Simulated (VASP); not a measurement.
# Al (P6_3/mmc) in VASP: a series of runs, part 2 of 2

VASP 6.6.1.

**4. Relaxation of cell and atoms, PBEsol, target pressure 5 GPa, at which the enthalpy is minimised**

This run uses another cell than the first one, of 15.36 Å³/atom.

Input file INCAR:

```
SYSTEM = Al
PREC = Accurate
ENCUT = 600
EDIFF = 1E-6
ISMEAR = 0
SIGMA = 0.1
LREAL = .FALSE.
LASPH = .TRUE.
NELM = 100
ALGO = Fast
ISIF = 3
LWAVE = .FALSE.
LCHARG = .FALSE.
GGA = PS
IBRION = 2
NSW = 70
EDIFFG = -0.008
PSTRESS = 50.0
```

Input file KPOINTS:

```
Automatic mesh
0
G
  18 18 6
  0 0 0
```

Input file POSCAR:

```
Al
1.0
    2.7849003146      0.0000000000      0.0000000000
   -1.3924501573      2.4117944194      0.0000000000
    0.0000000000      0.0000000000      9.1464237217
Al
4
Direct
    0.0000000000      0.0000000000      0.0000000000
    0.3333333333      0.6666666667      0.2500000000
    0.0000000000      0.0000000000      0.5000000000
    0.6666666667      0.3333333333      0.7500000000
```

On the command line:

```console
> cat potpaw_PBE.64/Al/POTCAR > POTCAR
> mpirun -np 1 vasp_std > vasp.out
```

Wall time 62 s (1 thread of Intel Xeon 6975P-C (Granite Rapids), shared host); peak memory 0.26 GiB.

The run converged. Its results:

```
Free energy                                                : -16.2710 eV
Relaxed volume                                             : 15.39 Å³/atom
Relaxed cell                                               : a = 2.787 Å, b = 2.787 Å, c = 9.151 Å, α = 90.00°, β = 90.00°, γ = 120.00°
Space group after relaxing (to 0.1 Å)                      : P6_3/mmc (No. 194)
Energy change on relaxing (the run minimises the enthalpy) : -1.1 meV/atom
Ionic steps                                                : 3
Pressure after relaxing                                    : 5.0 GPa
Band gap on the k mesh                                     : zero (bands 6 and 7 overlap by 5.57 eV)
```

Step by step:
```csv
step,energy change (eV),largest force (eV/Å),pressure (GPa),volume (Å³)
1,0.0000,0.0000,5.24,61.43
2,-0.0064,0.0000,4.90,61.63
3,-0.0046,0.0000,4.99,61.58
```

Final structure:
```yaml
crystal:
  lattice:
    - [2.78745, 0.00000, 0.00000]
    - [-1.39373, 2.41400, 0.00000]
    - [0.00000, 0.00000, 9.15092]
  atoms:
    - { symbol: Al, position: [0.00000, 0.00000, 0.00000] }
    - { symbol: Al, position: [0.33333, 0.66667, 0.25000] }
    - { symbol: Al, position: [0.00000, 0.00000, 0.50000] }
    - { symbol: Al, position: [0.66667, 0.33333, 0.75000] }
```

Levels at points of the mesh, in eV from the Fermi level:
```
           k point  band 4  band 5  band 6  band 7  band 8  band 9
(0.00, 0.00, 0.00)   -4.89   -4.52    3.49    3.50   11.29   11.30
(0.50, 0.00, 0.00)   -4.06   -3.37   -3.33    0.81    1.23    1.42
(0.00, 0.00, 0.50)   -7.69   -0.96   -0.96    8.51    8.51   11.63
(0.50, 0.00, 0.50)   -4.96   -1.91   -1.91   -1.23   -1.23    4.76
```

Caveat: the cell is relaxed towards a set pressure, so the run minimises the enthalpy, not the energy; the PAW data sets were made with another functional, which shifts forces and pressure a little.

**5. Single point, PBEsol**

This run uses another cell than the first one, of 16.24 Å³/atom.

Input file INCAR:

```
ALGO = Fast ; EDIFF = 1E-6
ENCUT = 520 ; GGA = PS
ISIF = 2 ; ISMEAR = 0
LASPH = True ; LCHARG = False
LREAL = False ; LWAVE = False
NBANDS = 14 ; NELM = 80
PREC = Accurate ; SIGMA = 0.15
```

Input file KPOINTS:

```
k-points
0
Gamma
  12 12 4
```

Input file POSCAR:

```
Al
1.0
    2.8362844922      0.0000000000      0.0000000000
   -1.4181422461      2.4562944226      0.0000000000
    0.0000000000      0.0000000000      9.3221494526
Al
4
Direct
    0.0000000000      0.0000000000      0.0000000000
    0.3333333333      0.6666666667      0.2500000000
    0.0000000000      0.0000000000      0.5000000000
    0.6666666667      0.3333333333      0.7500000000
```

Potentials or basis: VASP PAW PBE potentials, release 64 (Al).

On the command line:

```console
> cat potpaw_PBE.64/Al/POTCAR > POTCAR
> mpirun -np 1 vasp_std > vasp.out
```

OUTCAR:

```text
EDIFF = 1E-6
   ENCUT = 520
   GGA = PS
   ISIF = 2
   ISMEAR = 0
   LASPH = True
   LREAL = False
   NELM = 80
   PREC = Accurate

 ion  position               nearest neighbor table
   1  0.000  0.000  0.000-   2 2.85   4 2.85   2 2.85   4 2.85   4 2.85   2 2.85
   2  0.333  0.667  0.250-   1 2.85   3 2.85   1 2.85   3 2.85   1 2.85   3 2.85
   3  0.000  0.000  0.500-   2 2.85   4 2.85   2 2.85   4 2.85   4 2.85   2 2.85
   4  0.667  0.333  0.750-   1 2.85   3 2.85   1 2.85   3 2.85   1 2.85   3 2.85

  LATTYP: Found a hexagonal cell.
 ALAT       =     2.8362844922
 C/A-ratio  =     3.2867469671

  Lattice vectors:

 A1 = (   2.8362844922,   0.0000000000,   0.0000000000)
 A2 = (  -1.4181422461,   2.4562944226,   0.0000000000)
 A3 = (   0.0000000000,   0.0000000000,   9.3221494526)

Analysis of symmetry for initial positions (statically):
=====================================================================
 Subroutine PRICEL returns:
 Original cell was already a primitive cell.

 Routine SETGRP: Setting up the symmetry group for a
 hexagonal supercell.

[... 192 lines left out ...]
     10      19.1550      0.00000
     11      19.1550      0.00000
     12      20.1077      0.00000
     13      20.1099      0.00000
     14      20.2933      0.00000
[... 377 lines left out ...]
      1      -0.3220      2.00000
      2       0.5095      2.00000
      3       2.1550      2.00000
      4       4.5674      2.00000
      5       7.2535      2.00000
      6       7.9106      1.92434
      7       8.5618      0.00001
      8       9.9175      0.00000
      9      11.8174      0.00000
     10      12.2372      0.00000
     11      14.5231      0.00000
     12      14.9527      0.00000
     13      15.2470      0.00000
     14      15.6632      0.00000

 [... further k-points ...]

------------------------ aborting loop because EDIFF is reached ----------------------------------------

  FORCE on cell =-STRESS in cart. coord.  units (eV):
  Direction    XX          YY          ZZ          XY          YZ          ZX
  --------------------------------------------------------------------------------------
  -------------------------------------------------------------------------------------
  Total        0.1819663      0.1819663     -0.3103057      0.0000000      0.0000000      0.0000000
  in kB        4.4890577      4.4890577     -7.6551574      0.0000000      0.0000000      0.0000000
  external PRESSURE =       0.4409860 kB  Pullay stress =       0.0000000 kB

 VOLUME and BASIS-vectors are now :
 -----------------------------------------------------------------------------
  energy-cutoff  :      520.00
  volume of cell :       64.95
      direct lattice vectors                 reciprocal lattice vectors
     2.836284492  0.000000000  0.000000000     0.352573941  0.203558659  0.000000000
    -1.418142246  2.456294423  0.000000000     0.000000000  0.407117319  0.000000000
     0.000000000  0.000000000  9.322149453     0.000000000  0.000000000  0.107271398

 POSITION                                       TOTAL-FORCE (eV/Angst)
 -----------------------------------------------------------------------------------
      0.00000      0.00000      0.00000        -0.000000      0.000000     -0.000000
     -0.00000      1.63753      2.33054        -0.000000      0.000000      0.000000
      0.00000      0.00000      4.66107        -0.000000      0.000000     -0.000000
      1.41814      0.81876      6.99161         0.000000      0.000000     -0.000000
 -----------------------------------------------------------------------------------
    total drift:                               -0.000000      0.000000      0.000000

  FREE ENERGIE OF THE ION-ELECTRON SYSTEM (eV)
  ---------------------------------------------------
  free  energy   TOTEN  =       -16.3178844998 eV

  energy  without entropy=      -16.2972378766  energy(sigma->0) =      -16.30756119
```

OSZICAR:

```text
N       E                     dE             d eps       ncg     rms          rms(c)
DAV:   1     0.461739712459E+01    0.46174E+01   -0.39832E+03  1596   0.653E+02
DAV:   2    -0.157185970934E+02   -0.20336E+02   -0.18784E+02  2062   0.892E+01
DAV:   3    -0.164301379919E+02   -0.71154E+00   -0.69564E+00  2146   0.133E+01
DAV:   4    -0.164351232250E+02   -0.49852E-02   -0.49846E-02  1920   0.138E+00
DAV:   5    -0.164351770958E+02   -0.53871E-04   -0.53871E-04  2134   0.150E-01    0.282E+00
RMM:   6    -0.163649783081E+02    0.70199E-01   -0.76499E-03  1602   0.447E-01    0.163E+00
RMM:   7    -0.163183339192E+02    0.46644E-01   -0.18941E-02  1652   0.692E-01    0.205E-01
RMM:   8    -0.163178754372E+02    0.45848E-03   -0.10001E-03  1721   0.195E-01    0.262E-02
RMM:   9    -0.163178890783E+02   -0.13641E-04   -0.17918E-04  1853   0.923E-02    0.445E-02
RMM:  10    -0.163178911404E+02   -0.20621E-05   -0.20572E-05  1881   0.298E-02    0.460E-02
RMM:  11    -0.163178944044E+02   -0.32640E-05   -0.63253E-06  1790   0.147E-02    0.147E-01
RMM:  12    -0.163178864735E+02    0.79309E-05   -0.60391E-06  1632   0.977E-03    0.346E-02
RMM:  13    -0.163178849823E+02    0.14912E-05   -0.56593E-07  1269   0.362E-03    0.132E-02
RMM:  14    -0.163178844998E+02    0.48258E-06   -0.86573E-08   815   0.181E-03
   1 F= -.16317884E+02 E0= -.16307561E+02  d E =-.206466E-01
```

stdout:

```text
POSCAR found type information on POSCAR Al
 POSCAR found :  1 types and       4 ions
 scaLAPACK will be used
 -----------------------------------------------------------------------------
|                                                                             |
|                                                                             |
|     You enforced a specific xc type in the INCAR file but a different       |
|     I HOPE YOU KNOW WHAT YOU ARE DOING!                                     |
|                                                                             |
 -----------------------------------------------------------------------------

 LDA part: xc-table for (Slater+PW92), standard interpolation
 POSCAR, INCAR and KPOINTS ok, starting setup
 FFT: planning ... GRIDC
 FFT: planning ... GRID_SOFT
 FFT: planning ... GRID
 WAVECAR not read
 entering main loop
```

Run time: 25 s. Hardware: 1 thread of Intel Xeon Platinum 8488C (Sapphire Rapids), shared host; peak memory 0.19 GiB.

Results:

- Free energy: -16.3179 eV
- Pressure: 0.0 GPa
- Band gap on the k mesh: zero (bands 6 and 7 overlap by 5.10 eV)

Caveat: the PAW data sets were made with another functional, which shifts forces and pressure a little.

**6. Summary**

```csv
task,cell,k mesh,cutoff (eV),smearing,gap on the mesh (eV),pressure (GPa)
single point,"a = 2.861, b = 2.861, c = 9.404 Å, angles 90.0, 90.0, 120.0°, 4 atoms",18 × 18 × 6,520,gaussian 0.1 eV,none,-1.9
relaxation of cell and atoms,"relaxed to 10 GPa from a = 2.744, b = 2.744, c = 9.004 Å, angles 90.0, 90.0, 120.0°, 4 atoms",18 × 18 × 6,600,gaussian 0.1 eV,none,10.0
relaxation of cell and atoms,"relaxed to 5 GPa from a = 2.785, b = 2.785, c = 9.146 Å, angles 90.0, 90.0, 120.0°, 4 atoms",18 × 18 × 6,600,gaussian 0.1 eV,none,5.0
single point,"a = 2.836, b = 2.836, c = 9.322 Å, angles 90.0, 90.0, 120.0°, 4 atoms",12 × 12 × 4,520,gaussian 0.15 eV,none,0.0
```

Alike in all rows: level PBEsol; potentials or basis VASP PAW PBE potentials, release 64 (Al); no spin polarisation.

Caveats: the PAW data sets were made with another functional, which shifts forces and pressure a little; the cell is relaxed towards a set pressure, so the run minimises the enthalpy, not the energy (at least some runs).

Absolute energies hang on the potentials; compare differences alone.
